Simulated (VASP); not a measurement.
LiF3:

```xyz
4
Lattice="-2.2485 2.2485 2.2485 2.2485 -2.2485 2.2485 2.2485 2.2485 -2.2485" Properties=species:S:1:pos:R:3 pbc="T T T"
Li    0.0000    0.0000    0.0000
F     2.2485    0.0000    0.0000
F     0.0000    2.2485    0.0000
F     0.0000    0.0000    2.2485
```

The cell was generated, and may not be a known phase.

* Program: VASP 6.6.1
* Task: relaxation of cell and atoms
* Functional: PBE
* Potentials or basis: VASP PAW PBE potentials, release 64 (Li_sv, F_h)
* Cutoff: 910 eV
* k mesh: 6 × 6 × 6
* Occupations: gaussian, width 0.1 eV
* Spin: collinear spin
* Starting moments: [0.0, 1.0, 1.0, 1.0] μB

At the start: pressure -3.2 GPa; volume 11.37 Å³/atom.

Q: How do energy, volume and symmetry change on relaxing?

A: Over 3 steps the energy falls by 7.0 meV/atom and the volume is 10.71 Å³/atom (-5.8 %); space group Im-3m (No. 229, to 0.1 Å) before and after; moment 2.00 μB per cell.

Step by step:
| step | energy change (eV) | largest force (eV/Å) | pressure (GPa) | volume (Å³) |
| --- | --- | --- | --- | --- |
| 1 | 0.0000 | 0.0000 | -3.20 | 45.47 |
| 2 | -0.0221 | 0.0000 | -1.54 | 43.99 |
| 3 | -0.0281 | 0.0000 | -0.10 | 42.84 |

Final structure:
```cif
data_structure
_symmetry_space_group_name_H-M 'P 1'
_symmetry_Int_Tables_number 1
_cell_length_a 3.8179
_cell_length_b 3.8179
_cell_length_c 3.8179
_cell_angle_alpha 109.471
_cell_angle_beta 109.471
_cell_angle_gamma 109.471
_cell_volume 42.84
loop_
_atom_site_label
_atom_site_type_symbol
_atom_site_fract_x
_atom_site_fract_y
_atom_site_fract_z
_atom_site_occupancy
Li1 Li 0.00000 0.00000 0.00000 1
F1 F 0.00000 0.50000 0.50000 1
F2 F 0.50000 0.00000 0.50000 1
F3 F 0.50000 0.50000 0.00000 1
```
